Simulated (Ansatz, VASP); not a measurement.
## ZnS in VASP and in Ansatz

```
CELL_PARAMETERS angstrom
0.00000 2.66338 2.69410
2.66338 0.00000 2.69410
2.66338 2.66338 0.00000
ATOMIC_POSITIONS crystal
Zn 0.25000 0.25000 0.25000
S 0.00000 0.00000 0.00000
```

Change from the starting cell: biaxial_xy strain -1.1%.

Alike in both runs: task single point; functional HSE06; k mesh 6 × 6 × 6; no spin polarisation.

|  | VASP | Ansatz |
| --- | --- | --- |
| version | VASP 6.6.1 | Ansatz 0.2.0 |
| potentials or method | VASP PAW PBE potentials, release 64 (Zn, S) | plane waves, PAW |
| plane-wave cutoff (eV) | 520 | 420 |
| occupations | gaussian, width 0.01 eV | fixed |
| valence electrons in the cell | 18 | 18 |

```tsv
	VASP	Ansatz	Ansatz less VASP
gap on the k mesh at the Fermi level (eV)	3.46	3.47	+0.009
pressure (GPa)	3.6	3.6	+0.02
traceless stress, the component that is largest in VASP (GPa)	-0.32	-0.32	0.000
```

Ansatz's warnings: stress exchange threshold loose, stress scf threshold loose.
